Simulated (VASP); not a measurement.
**Zn3SeS2: single point with PBE**

Crystal: Zn3SeS2.

```xyz
12
Lattice="3.9158 0.0000 0.0000 -1.9579 3.3912 0.0000 0.0000 0.0000 19.2194" Properties=species:S:1:pos:R:3 pbc="T T T"
Zn    0.0000    0.0000    0.0981
Zn    0.0000    0.0000    9.7078
Zn    0.0000    2.2608    3.2040
Zn    1.9579    1.1304   12.8137
Zn    1.9579    1.1304    6.3128
Zn    0.0000    2.2608   15.9225
Se    1.9579    1.1304    8.7914
Se    0.0000    2.2608   18.4011
S     0.0000    0.0000    2.4545
S     0.0000    0.0000   12.0642
S     0.0000    2.2608    5.5659
S     1.9579    1.1304   15.1756
```

* Program: VASP 6.6.1
* Task: single point
* Functional: PBE
* Potentials or basis: VASP PAW PBE potentials, release 64 (Zn, Se, S)
* Cutoff: 520 eV
* k mesh: 6 × 6 × 1
* Occupations: gaussian, width 0.1 eV
* Spin: no spin polarisation

- Pressure: 0.2 GPa
- Largest force: 0.011 eV/Å
- Band gap on the k mesh: 1.44 eV

Forces on the atoms (eV/Å):
```
Zn   0.000  0.000  0.011
Zn   0.000  0.000  0.011
Zn   0.000  0.000  0.005
Zn   0.000  0.000  0.005
Zn   0.000  0.000 -0.007
Zn   0.000  0.000 -0.007
Se   0.000  0.000 -0.006
Se   0.000  0.000 -0.006
S    0.000  0.000 -0.003
S    0.000  0.000 -0.003
S    0.000  0.000  0.000
S    0.000  0.000  0.000
```

Levels at points of the mesh, in eV from the valence-band top:
| k point | band 52 | band 53 | band 54 | band 55 | band 56 | band 57 |
| --- | --- | --- | --- | --- | --- | --- |
| (0.00, 0.00, 0.00) | -0.06 | 0.00 | 0.00 | 1.44 | 2.49 | 2.54 |
| (0.50, 0.00, 0.00) | -1.32 | -1.13 | -0.96 | 2.87 | 3.16 | 3.29 |

Wall time 4.4 min on 1 thread of Intel(R) Xeon(R) Platinum 8259CL CPU @ 2.50GHz (Skylake/Cascade Lake), with other jobs on the host, peak memory 0.4 GiB.
